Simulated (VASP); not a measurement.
Si2W: single point with BLYP

Si2W:

```
W Si
1.0
    -1.60690    1.60690    3.91495
     1.60690   -1.60690    3.91495
     1.60690    1.60690   -3.91495
W Si
1 2
Direct
  0.00000 0.00000 0.00000
  0.66530 0.66530 0.00000
  0.33470 0.33470 0.00000
```

| Property | Result |
| --- | --- |
| Program | VASP 6.6.1 |
| Task | single point |
| Functional | BLYP |
| Potentials or basis | VASP PAW PBE potentials, release 64 (W_sv, Si) |
| Cutoff | 520 eV |
| k mesh | 12 × 12 × 12 |
| Occupations | fermi-dirac, width 0.05 eV |
| Spin | no spin polarisation |

```json
{
 "Pressure": "13.3 GPa",
 "Largest force": "0.013 eV/Å",
 "Band gap on the k mesh": "zero (bands 11 and 12 overlap by 1.28 eV)"
}
```

Forces in eV/Å, atoms in the order of the input:
```
W    0.000  0.000  0.000
Si   0.000  0.000  0.013
Si   0.000  0.000 -0.013
```

Stress tensor (GPa, compression positive):
```
13.67  0.00  0.00
 0.00 13.67  0.00
 0.00  0.00 12.71
```

Levels at points of the mesh, in eV from the Fermi level:
| k point | band 7 | band 8 | band 9 | band 10 | band 11 | band 12 | band 13 | band 14 | band 15 | band 16 |
| --- | --- | --- | --- | --- | --- | --- | --- | --- | --- | --- |
| (0.00, 0.00, 0.00) | -3.74 | -3.21 | -2.85 | -2.85 | 0.57 | 2.68 | 3.10 | 3.10 | 3.36 | 4.65 |
| (0.50, 0.00, 0.00) | -5.64 | -4.71 | -2.81 | -2.73 | -0.44 | 2.66 | 2.77 | 3.98 | 4.34 | 5.33 |
| (0.50, 0.50, 0.00) | -5.80 | -5.56 | -4.96 | -3.21 | -1.56 | 2.77 | 2.92 | 3.10 | 3.95 | 4.60 |
| (0.50, 0.50, 0.50) | -3.69 | -2.53 | -0.83 | -0.83 | -0.53 | -0.53 | 0.74 | 4.43 | 4.71 | 6.53 |

Run time: 2.9 min on 1 thread of Intel(R) Xeon(R) Platinum 8259CL CPU @ 2.50GHz (Skylake/Cascade Lake), with other jobs on the host, peak memory 0.28 GiB.

Caveat: the cell stands under pressure; the PAW data sets were made with another functional, which shifts forces and pressure a little; spin-orbit coupling is left out, which moves the levels of the heavy elements.
